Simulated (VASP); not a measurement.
**C: single point with r2SCAN**

The system is C.

```
C
1.0
     0.00000    1.79777    1.79777
     1.79777    0.00000    1.79777
     1.79777    1.79777    0.00000
C
2
Direct
  0.00000 0.00000 0.00000
  0.25000 0.25000 0.25000
```

This cell differs from its parent crystal: volume scaled by 1.03.

- Program: VASP 6.6.1
- Task: single point
- Functional: r2SCAN
- Potentials or basis: VASP PAW PBE potentials, release 64 (C)
- Cutoff: 660 eV
- k mesh: 12 × 12 × 12
- Occupations: gaussian, width 0.02 eV
- Spin: no spin polarisation

* Pressure: -12.5 GPa
* Band gap on the k mesh: 4.29 eV, indirect (least direct gap 5.77 eV)

Levels at points of the mesh, in eV from the valence-band top:
```csv
k point,band 1,band 2,band 3,band 4,band 5,band 6,band 7,band 8,band 9
"(0.00, 0.00, 0.00)",-22.36,0.00,0.00,0.00,5.77,5.77,5.77,13.24,20.07
"(0.50, 0.00, 0.00)",-16.56,-13.77,-2.91,-2.91,8.77,8.77,8.79,16.46,22.84
"(0.50, 0.50, 0.00)",-13.41,-13.41,-6.51,-6.51,4.95,4.95,17.49,17.49,24.14
```

It took 26 s on 1 thread of Intel Xeon 6975P-C, with other jobs on the host, peak memory 0.14 GiB.

Caveat: the PAW data sets were made with another functional, which shifts forces and pressure a little. A k mesh can miss the band edges.
